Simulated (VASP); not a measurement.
CuO:

```
Cu O
1.0
     2.34220   -1.73960    0.00000
     2.34220    1.73960    0.00000
    -0.77323    0.00000    5.06279
Cu O
2 2
Cartesian
  1.1711 0.8698 0.0000
  0.7845 -0.8698 2.5314
  2.1489 -0.1847 1.2657
  1.7623 0.1847 3.7971
```

Base run:

* Program: VASP 6.6.1
* Functional: PBE
* Potentials or basis: VASP PAW PBE potentials, release 64 (Cu, O)
* Cutoff: 520 eV
* k mesh: 7 × 7 × 4
* Occupations: fermi-dirac, width 0.02 eV
* Spin: collinear spin
* Starting moments: [1.0, -1.0, 0.0, 0.0] μB
* Hubbard terms: Cu d U = 4.0 eV

Its results: band gap on the k mesh 0.51 eV (least direct gap 0.74 eV); pressure 4.5 GPa; net moment 0.00 μB per cell; site moments Cu +0.57, -0.57; O +0.00 μB; largest force 0.314 eV/Å.

Q: The run is repeated on the same cell with these changes: spin from collinear spin to collinear spin, ferromagnetic start; moments at the start from [1.0, -1.0, 0.0, 0.0] to [0.65, 0.65, 0.34, 0.34]. What comes out?

A: Band gap on the k mesh zero (filled and empty bands overlap); pressure 5.3 GPa; net moment 1.98 μB per cell; site moments Cu +0.65; O +0.30 μB; largest force 0.283 eV/Å.

Caveats: semilocal functionals underestimate gaps, and a narrow one can read as zero; the stress differs along the axes, from 2 to 7 GPa (at least some runs); the stress differs along the axes, from 2 to 8 GPa (at least some runs).

A k mesh can miss the band edges.
